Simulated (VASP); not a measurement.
CuMo: relaxation of cell and atoms with PBE

CuMo:

```
Cu Mo
1.0
     0.00000    2.50409    2.50409
     2.50409    0.00000    2.50409
     2.50409    2.50409    0.00000
Cu Mo
1 1
Direct
  0.00000 0.00000 0.00000
  0.50000 0.50000 0.50000
```

The cell was built from a structure type or drawn by symmetry, and may not be a known phase.

| Property | Result |
| --- | --- |
| Program | VASP 6.6.1 |
| Task | relaxation of cell and atoms |
| Functional | PBE |
| Potentials or basis | VASP PAW PBE potentials, release 64 (Cu, Mo_sv) |
| Cutoff | 600 eV |
| k mesh | 20 × 20 × 20 |
| Occupations | gaussian, width 0.1 eV |
| Spin | no spin polarisation |
| Dipole correction | no |
| Further INCAR settings | ALGO = Fast; EDIFF = 1e-06; IBRION = 2; EDIFFG = -0.01; NSW = 100; ISIF = 3 |

| Quantity | Value |
| --- | --- |
| Relaxed volume | 15.45 Å³/atom |
| Relaxed cell | a = 3.523 Å, b = 3.523 Å, c = 3.523 Å, α = 60.00°, β = 60.00°, γ = 60.00° |
| Space group after relaxing (to 0.1 Å) | Fm-3m (No. 225) |
| Energy gained by relaxing | 1.8 meV/atom |
| Ionic steps | 11 |
| Pressure after relaxing | -0.1 GPa |
| Band gap on the k mesh | zero (an odd number of electrons rules out a gap without spin polarisation) |

The path:
```csv
step,energy change (eV),largest force (eV/Å),pressure (GPa),volume (Å³)
1,0.0000,0.0000,-2.34,31.40
2,0.0017,0.0000,3.30,30.37
3,-0.0037,0.0000,0.85,30.92
4,-0.0035,0.0000,-0.55,31.05
5,-0.0036,0.0000,-0.40,31.00
6,-0.0037,0.0000,-0.16,30.96
7,-0.0037,0.0000,-0.12,30.94
8,-0.0037,0.0000,-0.18,30.93
9,-0.0037,0.0000,-0.13,30.92
10,-0.0037,0.0000,-0.11,30.91
11,-0.0037,0.0000,-0.05,30.91
```

Final structure:
```cif
data_structure
_symmetry_space_group_name_H-M 'P 1'
_symmetry_Int_Tables_number 1
_cell_length_a 3.5226
_cell_length_b 3.5226
_cell_length_c 3.5226
_cell_angle_alpha 60.000
_cell_angle_beta 60.000
_cell_angle_gamma 60.000
_cell_volume 30.91
loop_
_atom_site_label
_atom_site_type_symbol
_atom_site_fract_x
_atom_site_fract_y
_atom_site_fract_z
_atom_site_occupancy
Cu1 Cu 0.00000 0.00000 0.00000 1
Mo1 Mo 0.50000 0.50000 0.50000 1
```

Levels at points of the mesh, in eV from the Fermi level:
```tsv
k point	band 9	band 10	band 11	band 12	band 13	band 14	band 15	band 16
(0.00, 0.00, 0.00)	-4.05	-4.05	0.53	0.53	0.53	1.89	1.89	9.67
(0.50, 0.00, 0.00)	-2.99	-2.99	-1.54	-1.54	-1.42	1.00	1.00	3.23
(0.50, 0.50, 0.00)	-2.87	-2.87	-0.48	-0.05	1.47	1.47	2.25	4.87
```

It took 15 min on 1 thread of AMD EPYC 7R13 Processor (Zen 3), with other jobs on the host, peak memory 0.29 GiB.
